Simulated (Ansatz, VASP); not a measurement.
Two plane-wave programs on GaSb

The input INCAR:

```
SYSTEM = GaSb
ALGO = Normal ; EDIFF = 1E-6
ENCUT = 520 ; GGA = PS
ISIF = 2 ; ISMEAR = -1
LASPH = .True. ; LCHARG = .False.
LREAL = .False. ; LWAVE = .False.
NBANDS = 16 ; NELM = 100
PREC = Accurate ; SIGMA = 0.05
```

KPOINTS

```
k-points
0
Gamma
  10 10 10
  0 0 0
```

Contents of POSCAR:

```
GaSb
1.0
   -2.7716691937      2.7716691937      1.6012417905
    2.7716691937     -2.7716691937      1.6012417905
    2.7716691937      2.7716691937     -1.6012417905
Sb Ga
1 1
Direct
    0.0000000000      0.0000000000      0.0000000000
    0.7500000000      0.2500000000      0.5000000000
```

input.yaml

```yaml
crystal:
  lattice:
    - [-2.7716691937, 2.7716691937, 1.6012417905]
    - [2.7716691937, -2.7716691937, 1.6012417905]
    - [2.7716691937, 2.7716691937, -1.6012417905]
  atoms:
    - { symbol: Sb, position: [0.0, 0.0, 0.0] }
    - { symbol: Ga, position: [0.75, 0.25, 0.5] }
hamiltonian:
  xc: pbesol
  pseudopotentials: { kind: paw }
kpoints:
  mp_grid: { grid: [10, 10, 10] }
scf:
  occupations: { method: fermi_dirac, width: 0.05 }
output:
  forces: true
  stress: true
  eigenvalues: true
```

Alike in both runs: task single point; functional PBEsol; k mesh 10 × 10 × 10; occupations fermi-dirac, width 0.05 eV; no spin polarisation.

```csv
,VASP,Ansatz
version,VASP 6.6.1,Ansatz 0.2.0
potentials or method,"VASP PAW PBE potentials, release 64 (Sb, Ga_d)",Ansatz PAW
plane-wave cutoff (eV),520,420
valence electrons in the cell,18,28
```

Ansatz gave:

```
gap on the k mesh at the Fermi level (eV)                     : none
pressure (GPa)                                                : -3.8
traceless stress, the component that is largest in VASP (GPa) : -0.37
```

Which values does VASP return?

gap on the k mesh at the Fermi level (eV): none; pressure (GPa): -3.8; traceless stress, the component that is largest in VASP (GPa): -0.38.

VASP's potentials were made for PBE, not for PBEsol. A gap of «none» marks a metal or a gap that the smearing closes. VASP's potentials hold 18 valence electrons a cell and Ansatz's 28, so a difference there can come from the potentials and not from the codes.

Neither program's run includes spin-orbit coupling.
